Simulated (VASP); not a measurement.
**HfSiO4: single point with PBE**

HfSiO4:

```
Hf Si O
1.0
    -3.28625    3.28625    2.92197
     3.28625   -3.28625    2.92197
     3.28625    3.28625   -2.92197
Hf Si O
2 2 8
Direct
  0.75000 0.25000 0.50000
  0.00000 0.00000 0.00000
  0.25000 0.75000 0.50000
  0.50000 0.50000 0.00000
  0.13331 0.31911 0.81420
  0.06911 0.75491 0.68580
  0.50491 0.31911 0.18580
  0.06911 0.38331 0.31420
  0.61669 0.93089 0.68580
  0.68089 0.86669 0.18580
  0.24509 0.93089 0.31420
  0.68089 0.49509 0.81420
```

This cell differs from its parent crystal: z stretched by -2 %, then relaxed in part.

```json
{
  "Program": "VASP 6.6.1",
  "Task": "single point",
  "Functional": "PBE",
  "Potentials or basis": "VASP PAW PBE potentials, release 64 (Hf_pv, Si, O)",
  "Cutoff": "520 eV",
  "k mesh": "7 × 7 × 7",
  "Occupations": "fermi-dirac, width 0.02 eV",
  "Spin": "no spin polarisation",
  "Dipole correction": "no",
  "Further INCAR settings": "ALGO = Normal; EDIFF = 1e-07; NBANDS = 50"
}
```

```
Pressure               : 11.0 GPa
Largest force          : 0.197 eV/Å
Band gap on the k mesh : 5.52 eV, indirect (least direct gap 5.85 eV)
```

Forces on the atoms (eV/Å):
```
Hf   0.000  0.000  0.000
Hf   0.000  0.000  0.000
Si   0.000  0.000  0.000
Si   0.000  0.000  0.000
O    0.000 -0.137 -0.142
O    0.137  0.000 -0.142
O    0.000  0.137 -0.142
O   -0.137  0.000 -0.142
O    0.000  0.137  0.142
O    0.137  0.000  0.142
O    0.000 -0.137  0.142
O   -0.137  0.000  0.142
```

Stress tensor (GPa, compression positive):
```
 8.24  0.00  0.00
 0.00  8.24  0.00
 0.00  0.00 16.51
```

Levels at points of the mesh, in eV from the valence-band top:
```tsv
k point	band 35	band 36	band 37	band 38	band 39	band 40	band 41	band 42
(0.00, 0.00, 0.00)	-0.64	-0.58	-0.58	0.00	5.86	6.24	6.41	6.41
```

Wall time 4.3 min on 1 thread of Intel(R) Xeon(R) Platinum 8559C (Emerald Rapids), with other jobs on the host, peak memory 0.38 GiB.

Caveat: the cell differs from its parent crystal (z stretched by -2 %, then relaxed in part); spin-orbit coupling is left out, which moves the levels of the heavy elements. A k mesh can miss the band edges.
